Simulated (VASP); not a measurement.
# CdF2 (I4/mmm) in VASP: further runs

Runs on CdF2. Level: PBE. Tasks: single point.

Program: VASP 6.6.1. These are calculated values, not measurements. Logs are shortened: lines on timing, memory, paths and dates and some standing lists are left out, and cuts for length are marked.

## Step 1: The cell of the first run

Symmetry: I4/mmm, No. 139, tetragonal system. Conventional cell: a = 3.810 Å, b = 3.810 Å, c = 4.580 Å, α = 90.00°, β = 90.00°, γ = 90.00°. Within 2.9 Å of Cd (site symmetry 4/mmm) lie 8 F at 2.22 Å. Within 2.9 Å of F (site symmetry -4m2) lie 4 Cd at 2.22 Å and 6 F at 2.29 to 2.69 Å.

## Step 2: Single point, PBE (strain -0.1500 x Voigt [1, 0, 0, 0, 0, 0])

The input, INCAR:

```
SYSTEM = CdF2
ALGO = Normal
EDIFF = 1E-6
ENCUT = 520
GGA = PE
ISIF = 2
ISMEAR = 0
LASPH = .True.
LCHARG = .False.
LREAL = .False.
LWAVE = .False.
NBANDS = 20
NELM = 80
PREC = Accurate
SIGMA = 0.05
```

The input, KPOINTS:

```
k-points
0
Gamma
  8 8 8
  0 0 0
```

The input, POSCAR:

```
CdF2
1.0
    0.0000000000      2.6940000000      2.6940000000
    2.2899000000      0.0000000000      2.6940000000
    2.2899000000      2.6940000000      0.0000000000
Cd F
1 2
Direct
    0.0000000000      0.0000000000      0.0000000000
    0.2500000000      0.2500000000      0.2500000000
    0.7500000000      0.7500000000      0.7500000000
```

Potentials or basis: VASP PAW PBE potentials, release 64 (Cd, F).

Started as:

```sh
> cat potpaw_PBE.64/Cd/POTCAR potpaw_PBE.64/F/POTCAR > POTCAR
> mpirun -np 1 vasp_std > vasp.out
```

OUTCAR:

```text
SYSTEM = CdF2
   EDIFF = 1E-6
   ENCUT = 520
   GGA = PE
   ISIF = 2
   ISMEAR = 0
   LASPH = .True.
   LREAL = .False.
   NELM = 80
   PREC = Accurate

 ion  position               nearest neighbor table
   1  0.000  0.000  0.000-   3 2.22   2 2.22   3 2.22   2 2.22   3 2.22   2 2.22   3 2.22   2 2.22

   2  0.250  0.250  0.250-   1 2.22   1 2.22   1 2.22   1 2.22
   3  0.750  0.750  0.750-   1 2.22   1 2.22   1 2.22   1 2.22

  LATTYP: Found a body centered tetragonal cell.
 ALAT       =     3.8098913370
 C/A-ratio  =     1.2020815280

  Lattice vectors:

 A1 = (  -2.2899000000,   0.0000000000,  -2.6940000000)
 A2 = (  -2.2899000000,   0.0000000000,   2.6940000000)
 A3 = (   2.2899000000,   2.6940000000,   0.0000000000)

Analysis of symmetry for initial positions (statically):
=====================================================================
 Subroutine PRICEL returns:
 Original cell was already a primitive cell.

 Routine SETGRP: Setting up the symmetry group for a
 body centered tetragonal supercell.

 Subroutine GETGRP returns: Found 16 space group operations
 (whereof 16 operations were pure point group operations)
 out of a pool of 16 trial point group operations.

The static configuration has the point symmetry D_4h.

Analysis of symmetry for dynamics (positions and initial velocities):
=====================================================================
 Subroutine PRICEL returns:
 Original cell was already a primitive cell.

 Routine SETGRP: Setting up the symmetry group for a
 body centered tetragonal supercell.

 Subroutine GETGRP returns: Found 16 space group operations
 (whereof 16 operations were pure point group operations)
 out of a pool of 16 trial point group operations.

The dynamic configuration has the point symmetry D_4h.

 Subroutine INISYM returns: Found 16 space group operations
 (whereof 16 operations are pure point group operations),
 and found     1 'primitive' translations

----------------------------------------------------------------------------------------

                                     Primitive cell

  volume of cell :      33.2385

  direct lattice vectors                    reciprocal lattice vectors
     0.000000000  2.694000000  2.694000000    -0.218350146  0.185597624  0.185597624
     2.289900000  0.000000000  2.694000000     0.218350146 -0.185597624  0.185597624
     2.289900000  2.694000000  0.000000000     0.218350146  0.185597624 -0.185597624

  length of vectors
     3.809891337  3.535714639  3.535714639     0.341423114  0.341423114  0.341423114

  position of ions in fractional coordinates (direct lattice)
     0.000000000  0.000000000  0.000000000
     0.250000000  0.250000000  0.250000000
     0.750000000  0.750000000  0.750000000

  ion indices of the primitive-cell ions
   primitive index   ion index
                 1           1
                 2           2
                 3           3

----------------------------------------------------------------------------------------

 KPOINTS: k-points

Automatic generation of k-mesh.
 Grid dimensions read from file:
 generate k-points for:    8    8    8

 Generating k-lattice:

  Cartesian coordinates                     Fractional coordinates (reciprocal lattice)
    -0.027293768  0.023199703  0.023199703     0.125000000 -0.000000000 -0.000000000
     0.027293768 -0.023199703  0.023199703     0.000000000  0.125000000  0.000000000
     0.027293768  0.023199703 -0.023199703     0.000000000  0.000000000  0.125000000

  Length of vectors
     0.042677889  0.042677889  0.042677889

  Shift w.r.t. Gamma in fractional coordinates (k-lattice)
     0.000000000  0.000000000  0.000000000

 Subroutine IBZKPT returns following result:
 ===========================================

 Found     59 irreducible k-points:

 Following reciprocal coordinates:
            Coordinates               Weight
  0.000000  0.000000  0.000000      1.000000
  0.125000  0.000000  0.000000      8.000000
  0.250000  0.000000  0.000000      8.000000
  0.375000  0.000000  0.000000      8.000000
  0.500000  0.000000  0.000000      4.000000
  0.125000  0.125000  0.000000      4.000000
[... 16 lines left out ...]
  0.250000  0.125000  0.125000      4.000000
  0.375000  0.125000  0.125000      8.000000
 [... further k-points ...]
   k-points           NKPTS =     59   k-points in BZ     NKDIM =     59   number of bands    NBANDS=     20
   number of dos      NEDOS =    301   number of ions     NIONS =      3
   total plane-waves  NPLWV =  21952
   dimension x,y,z NGX =    28 NGY =   28 NGZ =   28
   dimension x,y,z NGXF=    56 NGYF=   56 NGZF=   56
   ions per type =               1   2
   NGX,Y,Z   is equivalent  to a cutoff of  12.22, 13.17, 13.17 a.u.
   NGXF,Y,Z  is equivalent  to a cutoff of  24.44, 26.33, 26.33 a.u.
 SYSTEM =  CdF2
   PREC   = accura    normal or accurate (medium, high low for compatibility)
   ISTART =      0    job   : 0-new  1-cont  2-samecut
   ICHARG =      2    charge: 1-file 2-atom 10-const
   ISPIN  =      1    spin polarized calculation?
   LNONCOLLINEAR =      F non collinear calculations
   LSORBIT =      F    spin-orbit coupling
   LASPH  =      T    aspherical Exc in radial PAW
   ENCUT  =  520.0 eV  38.22 Ry    6.18 a.u.   7.08  6.57  6.57*2*pi/ulx,y,z
   NELM   =     80;   NELMIN=  2; NELMDL= -5     # of ELM steps
   EDIFF  = 0.1E-05   stopping-criterion for ELM
   LREAL  =      F    real-space projection
   EDIFFG = 0.1E-04   stopping-criterion for IOM
   NSW    =      0    number of steps for IOM
   IBRION =     -1    ionic relax: 0-MD 1-quasi-New 2-CG
   NFREE  =      0    steps in history (QN), initial steepest desc. (CG)
   ISIF   =      2    stress and relaxation
   ISYM   =      2    0-nonsym 1-usesym 2-fastsym
   POTIM  = 0.5000    time-step for ionic-motion
   TEBEG  =    0.0;   TEEND  =   0.0 temperature during run
   PSTRESS=    0.0 pullay stress
   NELECT =      26.0000    total number of electrons
   NUPDOWN=      -1.0000    fix difference up-down
   EMIN   =  10.00;   EMAX   =-10.00  energy-range for DOS
   EFERMI =   0.00;   METHOD = LEGACY
   ISMEAR =     0;   SIGMA  =   0.05  broadening in eV -4-tet -1-fermi 0-gaus
   EFERMI_NEDOS =   21; number of points for ismear=-14 and -15
   IALGO  =     38    algorithm
   IMIX   =      4    mixing-type and parameters
     AMIX     =   0.40;   BMIX     =  1.00
     AMIX_MAG =   1.60;   BMIX_MAG =  1.00
  volume/ion in A,a.u.               =      11.08        74.77
  Fermi-wavevector in a.u.,A,eV,Ry     =   1.508408  2.850477 30.957248  2.275294
  Thomas-Fermi vector in A             =   2.618866
   LORBIT       =      0    0 simple, 1 ext, 2 COOP (PROOUT), +10 PAW based schemes
   GGA     = PE    functional components
   LHFCALC =     F    Hartree Fock is set to
   AEXX    =    0.0000 exact exchange contribution
   IVDW    =     0    specifies the selected vdW correction
   LEPSILON=     F    determine dielectric tensor
   LRPA    =     F    only Hartree local field effects (RPA)
 non-spin polarized calculation
 Gauss-broadening in eV      SIGMA  =   0.05
  energy-cutoff  :      520.00
  volume of cell :       33.24
 maximum number of plane-waves:       912
   NGX = 15   NGY = 13   NGZ = 13

 number of electron      25.9999987 magnetization

 Free energy of the ion-electron system (eV)
  ---------------------------------------------------
  ext. energy  EPLUGINS =         0.00000000
  ---------------------------------------------------
  free energy    TOTEN  =        -9.92039200 eV

  energy without entropy =       -9.92039200  energy(sigma->0) =       -9.92039200

 E-fermi :   0.8569     XC(G=0): -11.3466

 val. band max:        0.6062140971   @ k =   0.5000   0.5000   0.0000
 cond. band min:       3.4930837429   @ k =   0.0000   0.0000   0.0000
 fundamental gap:      2.8868696458
 Fermi energy:         0.8569360672

 k-point     1 :       0.0000    0.0000    0.0000
  band No.  band energies     occupation
      1     -21.7349      2.00000
      2     -19.9021      2.00000
      3      -6.2197      2.00000
      4      -6.1555      2.00000
      5      -6.1555      2.00000
      6      -4.3883      2.00000
[... 12 lines left out ...]
     19      19.3782      0.00000
     20      23.6844      0.00000

 k-point     2 :       0.1250    0.0000    0.0000
  band No.  band energies     occupation
      1     -21.6566      2.00000
      2     -19.9816      2.00000
      3      -6.1041      2.00000
      4      -6.0913      2.00000
      5      -5.9473      2.00000
      6      -4.4230      2.00000
[... 12 lines left out ...]
     19      20.5254      0.00000
     20      22.7785      0.00000

 k-point     3 :       0.2500    0.0000    0.0000
  band No.  band energies     occupation
      1     -21.4424      2.00000
      2     -20.1921      2.00000
      3      -5.9566      2.00000
      4      -5.8604      2.00000
      5      -5.3388      2.00000
      6      -4.4293      2.00000
[... 12 lines left out ...]
     19      21.0338      0.00000
     20      22.0112      0.00000

 k-point     4 :       0.3750    0.0000    0.0000
  band No.  band energies     occupation
      1     -21.1447      2.00000
      2     -20.4777      2.00000
      3      -5.8709      2.00000
      4      -5.6306      2.00000
      5      -4.5200      2.00000
      6      -4.3842      2.00000
[... 12 lines left out ...]
     19      20.2368      0.00000
     20      21.2567      0.00000

 k-point     5 :       0.5000    0.0000    0.0000
  band No.  band energies     occupation
      1     -20.8734      2.00000
      2     -20.7410      2.00000
      3      -5.8541      2.00000
      4      -5.5477      2.00000
      5      -4.4344      2.00000
      6      -4.1202      2.00000
[... 12 lines left out ...]
     19      20.2741      0.00000
     20      20.4446      0.00000
[... 353 lines left out ...]
      6      -4.2376      2.00000
[... 12 lines left out ...]
     19      20.8309      0.00000
     20      22.1825      0.00000

 k-point    22 :       0.0000    0.1250    0.1250
  band No.  band energies     occupation
      1     -21.5771      2.00000
      2     -20.0795      2.00000
      3      -6.0792      2.00000
      4      -6.0792      2.00000
      5      -5.7998      2.00000
      6      -4.3635      2.00000
[... 12 lines left out ...]
     19      21.4222      0.00000
     20      23.0906      0.00000

 k-point    23 :       0.2500    0.1250    0.1250
  band No.  band energies     occupation
      1     -21.5906      2.00000
      2     -20.0251      2.00000
      3      -6.0826      2.00000
      4      -5.9601      2.00000
      5      -5.5407      2.00000
      6      -4.5707      2.00000
[... 12 lines left out ...]
     19      20.3596      0.00000
     20      22.5350      0.00000

 k-point    24 :       0.3750    0.1250    0.1250
  band No.  band energies     occupation
      1     -21.4060      2.00000
      2     -20.1886      2.00000
      3      -5.9126      2.00000
      4      -5.7742      2.00000
      5      -4.8528      2.00000
      6      -4.6343      2.00000
[... 12 lines left out ...]
     19      18.8770      0.00000
     20      23.1559      0.00000

 [... further k-points ...]
[... 5 lines left out ...]
  --------------------------------------------------------------------------------------
  -------------------------------------------------------------------------------------
  Total       10.4657251      5.6433943      5.6433943     -0.0000000      0.0000000      0.0000000
  in kB      504.4733263    272.0252887    272.0252887     -0.0000000      0.0000000      0.0000000
  external PRESSURE =     349.5079679 kB  Pullay stress =       0.0000000 kB

 VOLUME and BASIS-vectors are now :
 -----------------------------------------------------------------------------
  energy-cutoff  :      520.00
  volume of cell :       33.24
      direct lattice vectors                 reciprocal lattice vectors
     0.000000000  2.694000000  2.694000000    -0.218350146  0.185597624  0.185597624
     2.289900000  0.000000000  2.694000000     0.218350146 -0.185597624  0.185597624
     2.289900000  2.694000000  0.000000000     0.218350146  0.185597624 -0.185597624

 POSITION                                       TOTAL-FORCE (eV/Angst)
 -----------------------------------------------------------------------------------
      0.00000      0.00000      0.00000         0.000000      0.000000     -0.000000
      1.14495      1.34700      1.34700         0.000000      0.000000      0.000000
      3.43485      4.04100      4.04100        -0.000000     -0.000000     -0.000000
 -----------------------------------------------------------------------------------
    total drift:                                0.000000      0.000000      0.000000

  FREE ENERGIE OF THE ION-ELECTRON SYSTEM (eV)
  ---------------------------------------------------
  free  energy   TOTEN  =        -9.9203920039 eV

  energy  without entropy=       -9.9203920039  energy(sigma->0) =       -9.92039200
```

Run time: 46 s. Hardware: 1 thread of Intel Xeon Platinum 8375C at 2.90GHz (Ice Lake), shared host; peak memory 0.17 GiB.

What came out:

```
Free energy            : -9.9204 eV
Pressure               : 35.0 GPa
Band gap on the k mesh : 2.89 eV, indirect (least direct gap 3.49 eV)
```

Stress tensor (GPa, compression positive):
```
50.45  0.00  0.00
 0.00 27.20  0.00
 0.00  0.00 27.20
```

Caveat: the cell differs from its parent crystal (strain -0.1500 x Voigt [1, 0, 0, 0, 0, 0]). A k mesh can miss the band edges.

## Step 3: Single point, PBE (strain -0.1125 x Voigt [1, 0, 0, 0, 0, 0])

The input, INCAR:

```
SYSTEM = CdF2
  ALGO = Normal
  EDIFF = 1E-6
  ENCUT = 520
  GGA = PE
  ISIF = 2
  ISMEAR = 0
  LASPH = .True.
  LCHARG = .False.
  LREAL = .False.
  LWAVE = .False.
  NBANDS = 20
  NELM = 80
  PREC = Accurate
  SIGMA = 0.05
```

KPOINTS is that of step 2.

The input, POSCAR:

```
CdF2
1.0
    0.0000000000      2.6940000000      2.6940000000
    2.3909250000      0.0000000000      2.6940000000
    2.3909250000      2.6940000000      0.0000000000
Cd F
1 2
Direct
    0.0000000000      0.0000000000      0.0000000000
    0.2500000000      0.2500000000      0.2500000000
    0.7500000000      0.7500000000      0.7500000000
```

Potentials or basis: VASP PAW PBE potentials, release 64 (Cd, F).

Started as:

```sh
> cat potpaw_PBE.64/Cd/POTCAR potpaw_PBE.64/F/POTCAR > POTCAR
> mpirun -np 1 vasp_std > vasp.out
```

OUTCAR:

```text
SYSTEM = CdF2
   EDIFF = 1E-6
   ENCUT = 520
   GGA = PE
   ISIF = 2
   ISMEAR = 0
   LASPH = .True.
   LREAL = .False.
   NELM = 80
   PREC = Accurate

 ion  position               nearest neighbor table
   1  0.000  0.000  0.000-   2 2.25   3 2.25   3 2.25   3 2.25   3 2.25   2 2.25   2 2.25   2 2.25

   2  0.250  0.250  0.250-   1 2.25   1 2.25   1 2.25   1 2.25
   3  0.750  0.750  0.750-   1 2.25   1 2.25   1 2.25   1 2.25

  LATTYP: Found a body centered tetragonal cell.
 ALAT       =     3.8098913370
 C/A-ratio  =     1.2551145366
[... 196 lines left out ...]
      5      -6.3830      2.00000
      6      -4.7274      2.00000
[... 541 lines left out ...]
     19      18.3165      0.00000
     20      22.2594      0.00000

 [... further k-points ...]
[... 5 lines left out ...]
  --------------------------------------------------------------------------------------
  -------------------------------------------------------------------------------------
  Total        7.7098605      4.3915201      4.3915201      0.0000000      0.0000000      0.0000000
  in kB      355.9311265    202.7376114    202.7376114      0.0000000      0.0000000      0.0000000
  external PRESSURE =     253.8021164 kB  Pullay stress =       0.0000000 kB

 VOLUME and BASIS-vectors are now :
 -----------------------------------------------------------------------------
  energy-cutoff  :      520.00
  volume of cell :       34.70
      direct lattice vectors                 reciprocal lattice vectors
     0.000000000  2.694000000  2.694000000    -0.209124084  0.185597624  0.185597624
     2.390925000  0.000000000  2.694000000     0.209124084 -0.185597624  0.185597624
     2.390925000  2.694000000  0.000000000     0.209124084  0.185597624 -0.185597624

 POSITION                                       TOTAL-FORCE (eV/Angst)
 -----------------------------------------------------------------------------------
      0.00000      0.00000      0.00000        -0.000000     -0.000000     -0.000000
      1.19546      1.34700      1.34700         0.000000      0.000000     -0.000000
      3.58639      4.04100      4.04100        -0.000000      0.000000      0.000000
 -----------------------------------------------------------------------------------
    total drift:                                0.000000      0.000000      0.000000

  FREE ENERGIE OF THE ION-ELECTRON SYSTEM (eV)
  ---------------------------------------------------
  free  energy   TOTEN  =       -10.3149061675 eV

  energy  without entropy=      -10.3149061675  energy(sigma->0) =      -10.31490617
```

OSZICAR:

```text
N       E                     dE             d eps       ncg     rms          rms(c)
DAV:   1     0.199578903018E+03    0.19958E+03   -0.15763E+04  2488   0.134E+03
DAV:   2    -0.384526335276E+01   -0.20342E+03   -0.19608E+03  2588   0.354E+02
DAV:   3    -0.119330379864E+02   -0.80878E+01   -0.80667E+01  2712   0.765E+01
DAV:   4    -0.119666293153E+02   -0.33591E-01   -0.33590E-01  2556   0.507E+00
DAV:   5    -0.119667437707E+02   -0.11446E-03   -0.11446E-03  2728   0.264E-01    0.124E+01
DAV:   6    -0.102828273124E+02    0.16839E+01   -0.37505E+00  3040   0.350E+01    0.911E+00
DAV:   7    -0.103251758257E+02   -0.42349E-01   -0.85708E-01  2480   0.850E+00    0.525E+00
DAV:   8    -0.103216174467E+02    0.35584E-02   -0.11073E-01  2460   0.357E+00    0.620E-01
DAV:   9    -0.103141863465E+02    0.74311E-02   -0.29117E-02  2912   0.252E+00    0.862E-02
DAV:  10    -0.103147962210E+02   -0.60987E-03   -0.27541E-03  2460   0.511E-01    0.109E-01
DAV:  11    -0.103148972734E+02   -0.10105E-03   -0.98141E-05  2560   0.852E-02    0.264E-02
DAV:  12    -0.103149046790E+02   -0.74056E-05   -0.10333E-05  2576   0.532E-02    0.129E-02
DAV:  13    -0.103149065864E+02   -0.19073E-05   -0.97778E-06  2500   0.271E-02    0.617E-03
DAV:  14    -0.103149061675E+02    0.41884E-06   -0.13752E-06  2104   0.132E-02
   1 F= -.10314906E+02 E0= -.10314906E+02  d E =-.498345E-12
```

Wall time 56 s (1 thread of Intel Xeon Platinum 8375C at 2.90GHz (Ice Lake), shared host); peak memory 0.17 GiB.

What came out:

| Quantity | Value |
| --- | --- |
| Free energy | -10.3149 eV |
| Pressure | 25.4 GPa |
| Band gap on the k mesh | 3.08 eV, indirect (least direct gap 3.57 eV) |

Stress tensor (GPa, compression positive):
```
35.59  0.00  0.00
 0.00 20.27  0.00
 0.00  0.00 20.27
```

Levels at points of the mesh, in eV from the valence-band top:
```csv
k point,band 10,band 11,band 12,band 13,band 14,band 15,band 16,band 17
"(0.00, 0.00, 0.00)",-0.95,-0.69,-0.50,-0.50,3.08,12.88,13.12,13.12
"(0.50, 0.00, 0.00)",-2.71,-2.37,-0.61,-0.57,7.72,9.04,14.77,15.81
"(0.50, 0.50, 0.00)",-3.55,-1.19,-0.46,0.00,8.71,9.96,11.91,14.56
"(0.00, 0.50, 0.50)",-3.29,-0.43,-0.43,-0.35,8.16,9.89,12.26,14.60
```

Caveat: the cell differs from its parent crystal (strain -0.1125 x Voigt [1, 0, 0, 0, 0, 0]). A k mesh can miss the band edges.
